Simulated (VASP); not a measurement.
# Ta3Cd (I4/mmm) in VASP: single point with PBE

Aim: the single point of Ta3Cd with PBE.

Everything below comes from runs of VASP 6.6.1. Logs are shortened: lines on timing, memory, paths and dates and some standing lists are left out, and cuts for length are marked.

### Step 1. The cell of the first run

It takes space group I4/mmm (No. 139, tetragonal). Conventional cell: a = 4.205 Å, b = 4.205 Å, c = 8.460 Å, α = 90.00°, β = 90.00°, γ = 90.00°. Ta (site symmetry 4/mmm) has 4 Cd at 2.97 Å and 8 Ta at 2.98 Å within 3.9 Å. Within 3.9 Å of Ta (site symmetry -4m2) lie 8 Ta at 2.97 to 2.98 Å and 4 Cd at 2.98 Å. Within 3.9 Å of Cd (site symmetry 4/mmm) lie 12 Ta at 2.97 to 2.98 Å.

### Step 2. Single point, PBE

INCAR

```
PREC = Accurate
ENCUT = 520
EDIFF = 1E-6
ISMEAR = 0
SIGMA = 0.1
LREAL = F
LASPH = T
NELM = 100
ALGO = Fast
ISIF = 2
LWAVE = F
LCHARG = F
GGA = PE
NBANDS = 30
```

KPOINTS

```
Automatic mesh
0
Gamma
  16 16 16
```

POSCAR

```
Ta3Cd
1.0
   -2.1026636308      2.1026636308      4.2301810955
    2.1026636308     -2.1026636308      4.2301810955
    2.1026636308      2.1026636308     -4.2301810955
Ta Cd
3 1
Direct
    0.5000000000      0.5000000000      0.0000000000
    0.2500000000      0.7500000000      0.5000000000
    0.7500000000      0.2500000000      0.5000000000
    0.0000000000      0.0000000000      0.0000000000
```

Potentials or basis: VASP PAW PBE potentials, release 64 (Ta_pv, Cd).

Started as:

```sh
$ cat potpaw_PBE.64/Ta_pv/POTCAR potpaw_PBE.64/Cd/POTCAR > POTCAR
$ mpirun -np 1 vasp_std > vasp.out
```

OUTCAR:

```text
PREC = Accurate
   ENCUT = 520
   EDIFF = 1E-6
   ISMEAR = 0
   LREAL = F
   LASPH = T
   NELM = 100
   ISIF = 2
   GGA = PE

 ion  position               nearest neighbor table
   1  0.500  0.500  0.000-   4 2.97   4 2.97   4 2.97   4 2.97   2 2.98   2 2.98   3 2.98   3 2.98
                             3 2.98   2 2.98   3 2.98   2 2.98
   2  0.250  0.750  0.500-   3 2.97   3 2.97   3 2.97   3 2.97   4 2.98   4 2.98   1 2.98   1 2.98
                             4 2.98   1 2.98   4 2.98   1 2.98
   3  0.750  0.250  0.500-   2 2.97   2 2.97   2 2.97   2 2.97   1 2.98   1 2.98   4 2.98   4 2.98
                             4 2.98   1 2.98   4 2.98   1 2.98
   4  0.000  0.000  0.000-   1 2.97   1 2.97   1 2.97   1 2.97   3 2.98   3 2.98   2 2.98   2 2.98
                             3 2.98   2 2.98   3 2.98   2 2.98

  LATTYP: Found a body centered tetragonal cell.
 ALAT       =     4.2053272616
 C/A-ratio  =     2.0118201664

  Lattice vectors:

 A1 = (  -2.1026636308,   2.1026636308,   4.2301810955)
 A2 = (   2.1026636308,  -2.1026636308,   4.2301810955)
 A3 = (   2.1026636308,   2.1026636308,  -4.2301810955)

Analysis of symmetry for initial positions (statically):
=====================================================================
 Subroutine PRICEL returns:
 Original cell was already a primitive cell.

 Routine SETGRP: Setting up the symmetry group for a
 body centered tetragonal supercell.

 Subroutine GETGRP returns: Found 16 space group operations
 (whereof 16 operations were pure point group operations)
 out of a pool of 16 trial point group operations.

The static configuration has the point symmetry D_4h.

Analysis of symmetry for dynamics (positions and initial velocities):
=====================================================================
 Subroutine PRICEL returns:
 Original cell was already a primitive cell.

 Routine SETGRP: Setting up the symmetry group for a
 body centered tetragonal supercell.

 Subroutine GETGRP returns: Found 16 space group operations
 (whereof 16 operations were pure point group operations)
 out of a pool of 16 trial point group operations.

The dynamic configuration has the point symmetry D_4h.

 Subroutine INISYM returns: Found 16 space group operations
 (whereof 16 operations are pure point group operations),
 and found     1 'primitive' translations

----------------------------------------------------------------------------------------

                                     Primitive cell

  volume of cell :      74.8098

  direct lattice vectors                    reciprocal lattice vectors
    -2.102663631  2.102663631  4.230181095     0.000000000  0.237793622  0.118198249
     2.102663631 -2.102663631  4.230181095     0.237793622  0.000000000  0.118198249
     2.102663631  2.102663631 -4.230181095     0.237793622  0.237793622  0.000000000

  length of vectors
     5.170765977  5.170765977  5.170765977     0.265549680  0.265549680  0.336290965

  position of ions in fractional coordinates (direct lattice)
     0.500000000  0.500000000  0.000000000
     0.250000000  0.750000000  0.500000000
     0.750000000  0.250000000  0.500000000
     0.000000000  0.000000000  0.000000000

  ion indices of the primitive-cell ions
   primitive index   ion index
                 1           1
                 2           2
                 3           3
                 4           4

----------------------------------------------------------------------------------------

 KPOINTS: Automatic mesh

Automatic generation of k-mesh.
 Grid dimensions read from file:
 generate k-points for:   16   16   16

 Generating k-lattice:

  Cartesian coordinates                     Fractional coordinates (reciprocal lattice)
     0.000000000  0.014862101  0.007387391     0.062500000  0.000000000  0.000000000
     0.014862101  0.000000000  0.007387391     0.000000000  0.062500000  0.000000000
     0.014862101  0.014862101  0.000000000     0.000000000  0.000000000  0.062500000

  Length of vectors
     0.016596855  0.016596855  0.021018185

  Shift w.r.t. Gamma in fractional coordinates (k-lattice)
     0.000000000  0.000000000  0.000000000

 Subroutine IBZKPT returns following result:
 ===========================================

 Found    349 irreducible k-points:

 Following reciprocal coordinates:
            Coordinates               Weight
  0.000000  0.000000  0.000000      1.000000
  0.062500  0.000000  0.000000      8.000000
  0.125000  0.000000  0.000000      8.000000
  0.187500  0.000000  0.000000      8.000000
  0.250000  0.000000  0.000000      8.000000
  0.312500  0.000000  0.000000      8.000000
[... 16 lines left out ...]
 -0.125000  0.062500  0.000000     16.000000
 -0.062500  0.062500  0.000000      4.000000
 [... further k-points ...]
   k-points           NKPTS =    349   k-points in BZ     NKDIM =    349   number of bands    NBANDS=     30
   number of dos      NEDOS =    301   number of ions     NIONS =      4
   total plane-waves  NPLWV =  64000
   dimension x,y,z NGX =    40 NGY =   40 NGZ =   40
   dimension x,y,z NGXF=    80 NGYF=   80 NGZF=   80
   ions per type =               3   1
   NGX,Y,Z   is equivalent  to a cutoff of  12.86, 12.86, 12.86 a.u.
   NGXF,Y,Z  is equivalent  to a cutoff of  25.72, 25.72, 25.72 a.u.
 SYSTEM =  unknown system
   PREC   = accura    normal or accurate (medium, high low for compatibility)
   ISTART =      0    job   : 0-new  1-cont  2-samecut
   ICHARG =      2    charge: 1-file 2-atom 10-const
   ISPIN  =      1    spin polarized calculation?
   LNONCOLLINEAR =      F non collinear calculations
   LSORBIT =      F    spin-orbit coupling
   LASPH  =      T    aspherical Exc in radial PAW
   ENCUT  =  520.0 eV  38.22 Ry    6.18 a.u.   9.61  9.61  9.61*2*pi/ulx,y,z
   NELM   =    100;   NELMIN=  2; NELMDL= -5     # of ELM steps
   EDIFF  = 0.1E-05   stopping-criterion for ELM
   LREAL  =      F    real-space projection
   EDIFFG = 0.1E-04   stopping-criterion for IOM
   NSW    =      0    number of steps for IOM
   IBRION =     -1    ionic relax: 0-MD 1-quasi-New 2-CG
   NFREE  =      0    steps in history (QN), initial steepest desc. (CG)
   ISIF   =      2    stress and relaxation
   ISYM   =      2    0-nonsym 1-usesym 2-fastsym
   POTIM  = 0.5000    time-step for ionic-motion
   TEBEG  =    0.0;   TEEND  =   0.0 temperature during run
   PSTRESS=    0.0 pullay stress
   NELECT =      45.0000    total number of electrons
   NUPDOWN=      -1.0000    fix difference up-down
   EMIN   =  10.00;   EMAX   =-10.00  energy-range for DOS
   EFERMI =   0.00;   METHOD = LEGACY
   ISMEAR =     0;   SIGMA  =   0.10  broadening in eV -4-tet -1-fermi 0-gaus
   EFERMI_NEDOS =   21; number of points for ismear=-14 and -15
   IALGO  =     68    algorithm
   IMIX   =      4    mixing-type and parameters
     AMIX     =   0.40;   BMIX     =  1.00
     AMIX_MAG =   1.60;   BMIX_MAG =  1.00
  volume/ion in A,a.u.               =      18.70       126.21
  Fermi-wavevector in a.u.,A,eV,Ry     =   1.381952  2.611510 25.984272  1.909790
  Thomas-Fermi vector in A             =   2.506688
   LORBIT       =      0    0 simple, 1 ext, 2 COOP (PROOUT), +10 PAW based schemes
   GGA     = PE    functional components
   LHFCALC =     F    Hartree Fock is set to
   AEXX    =    0.0000 exact exchange contribution
   IVDW    =     0    specifies the selected vdW correction
   LEPSILON=     F    determine dielectric tensor
   LRPA    =     F    only Hartree local field effects (RPA)
 non-spin polarized calculation
 RMM-DIIS sequential band-by-band and
 Gauss-broadening in eV      SIGMA  =   0.10
  energy-cutoff  :      520.00
  volume of cell :       74.81
 maximum number of plane-waves:      2039
   NGX = 19   NGY = 19   NGZ = 19

 number of electron      45.0000000 magnetization

 Free energy of the ion-electron system (eV)
  ---------------------------------------------------
  ext. energy  EPLUGINS =         0.00000000
  ---------------------------------------------------
  free energy    TOTEN  =       -34.98506015 eV

  energy without entropy =      -34.96433489  energy(sigma->0) =      -34.97469752

 E-fermi :   5.1091     XC(G=0): -12.2989

 val. band max:        5.1071987939   @ k =  -0.1875  -0.3125   0.0625
 cond. band min:       5.1205679187   @ k =   0.2500   0.1250   0.0625
 fundamental gap:      0.0133691249
 Fermi energy:         5.1090638669

 k-point     1 :       0.0000    0.0000    0.0000
  band No.  band energies     occupation
      1     -29.5117      2.00000
      2     -29.3711      2.00000
      3     -29.3711      2.00000
      4     -29.2354      2.00000
      5     -29.1632      2.00000
      6     -29.1632      2.00000
[... 22 lines left out ...]
     29       8.7643      0.00000
     30       9.6689      0.00000

 k-point     2 :       0.0625    0.0000    0.0000
  band No.  band energies     occupation
      1     -29.5094      2.00000
      2     -29.3684      2.00000
      3     -29.3683      2.00000
      4     -29.2517      2.00000
      5     -29.1625      2.00000
      6     -29.1451      2.00000
[... 22 lines left out ...]
     29       8.9058      0.00000
     30       9.5717      0.00000

 k-point     3 :       0.1250    0.0000    0.0000
  band No.  band energies     occupation
      1     -29.5021      2.00000
      2     -29.3629      2.00000
      3     -29.3602      2.00000
      4     -29.2780      2.00000
      5     -29.1605      2.00000
      6     -29.1119      2.00000
[... 22 lines left out ...]
     29       9.1141      0.00000
     30       9.3422      0.00000

 k-point     4 :       0.1875    0.0000    0.0000
  band No.  band energies     occupation
      1     -29.4894      2.00000
      2     -29.3622      2.00000
      3     -29.3476      2.00000
      4     -29.2937      2.00000
      5     -29.1571      2.00000
      6     -29.0784      2.00000
[... 22 lines left out ...]
     29       8.8995      0.00000
     30       9.3480      0.00000

 k-point     5 :       0.2500    0.0000    0.0000
  band No.  band energies     occupation
      1     -29.4730      2.00000
      2     -29.3696      2.00000
      3     -29.3318      2.00000
      4     -29.2913      2.00000
      5     -29.1524      2.00000
      6     -29.0501      2.00000
[... 22 lines left out ...]
     29       8.5498      0.00000
     30       9.3847      0.00000
[... 526 lines left out ...]
     29       8.5141      0.00000
     30       9.5673      0.00000

 k-point    22 :      -0.1875    0.0625    0.0000
  band No.  band energies     occupation
      1     -29.4955      2.00000
      2     -29.3671      2.00000
      3     -29.3308      2.00000
      4     -29.2922      2.00000
      5     -29.1686      2.00000
      6     -29.0768      2.00000
[... 22 lines left out ...]
     29       8.8523      0.00000
     30       9.5858      0.00000

 k-point    23 :      -0.1250    0.0625    0.0000
  band No.  band energies     occupation
      1     -29.5054      2.00000
      2     -29.3712      2.00000
      3     -29.3315      2.00000
      4     -29.2907      2.00000
      5     -29.1677      2.00000
      6     -29.1075      2.00000
[... 22 lines left out ...]
     29       9.2189      0.00000
     30       9.4090      0.00000

 k-point    24 :      -0.0625    0.0625    0.0000
  band No.  band energies     occupation
      1     -29.5097      2.00000
      2     -29.3726      2.00000
      3     -29.3514      2.00000
      4     -29.2655      2.00000
      5     -29.1657      2.00000
      6     -29.1347      2.00000
[... 22 lines left out ...]
     29       9.1053      0.00000
     30       9.4806      0.00000

 [... further k-points ...]

------------------------ aborting loop because EDIFF is reached ----------------------------------------

  FORCE on cell =-STRESS in cart. coord.  units (eV):
  Direction    XX          YY          ZZ          XY          YZ          ZX
  --------------------------------------------------------------------------------------
  -------------------------------------------------------------------------------------
  Total        0.1713520      0.1713520      0.1697590      0.0000000      0.0000000     -0.0000000
  in kB        3.6697894      3.6697894      3.6356739      0.0000000      0.0000000     -0.0000000
  external PRESSURE =       3.6584176 kB  Pullay stress =       0.0000000 kB

 VOLUME and BASIS-vectors are now :
 -----------------------------------------------------------------------------
  energy-cutoff  :      520.00
  volume of cell :       74.81
      direct lattice vectors                 reciprocal lattice vectors
    -2.102663631  2.102663631  4.230181095     0.000000000  0.237793622  0.118198249
     2.102663631 -2.102663631  4.230181095     0.237793622  0.000000000  0.118198249
     2.102663631  2.102663631 -4.230181095     0.237793622  0.237793622  0.000000000

 POSITION                                       TOTAL-FORCE (eV/Angst)
 -----------------------------------------------------------------------------------
      0.00000      0.00000      4.23018        -0.000000     -0.000000     -0.000000
      2.10266      0.00000      2.11509        -0.000000      0.000000      0.000000
      0.00000      2.10266      2.11509         0.000000     -0.000000     -0.000000
      0.00000      0.00000      0.00000        -0.000000     -0.000000     -0.000000
 -----------------------------------------------------------------------------------
    total drift:                               -0.000000     -0.000000      0.000000

  FREE ENERGIE OF THE ION-ELECTRON SYSTEM (eV)
  ---------------------------------------------------
  free  energy   TOTEN  =       -34.9850601544 eV

  energy  without entropy=      -34.9643348946  energy(sigma->0) =      -34.97469752
```

It took 11 min on 1 thread of Intel Xeon Platinum 8488C (Sapphire Rapids), shared host; peak memory 0.76 GiB.

What came out:

| Property | Result |
| --- | --- |
| Free energy | -34.9851 eV |
| Pressure | 0.4 GPa |
| Band gap on the k mesh | zero (an odd number of electrons rules out a gap without spin polarisation) |

Levels at points of the mesh, in eV from the Fermi level:
```tsv
k point	band 19	band 20	band 21	band 22	band 23	band 24	band 25	band 26	band 27	band 28
(0.00, 0.00, 0.00)	-1.85	-1.85	-0.43	-0.32	-0.32	1.70	1.85	2.44	2.44	3.66
(0.50, 0.00, 0.00)	-2.09	-1.42	-1.22	-0.10	0.24	0.59	1.02	1.49	2.05	2.15
(0.50, 0.50, 0.00)	-1.87	-1.19	-0.74	-0.34	0.24	0.35	0.65	1.64	1.73	2.99
(0.50, 0.50, 0.50)	-1.90	-1.90	-1.87	0.35	1.35	1.35	1.57	2.44	2.44	3.03
```

Caveat: spin-orbit coupling is left out, which moves the levels of the heavy elements.
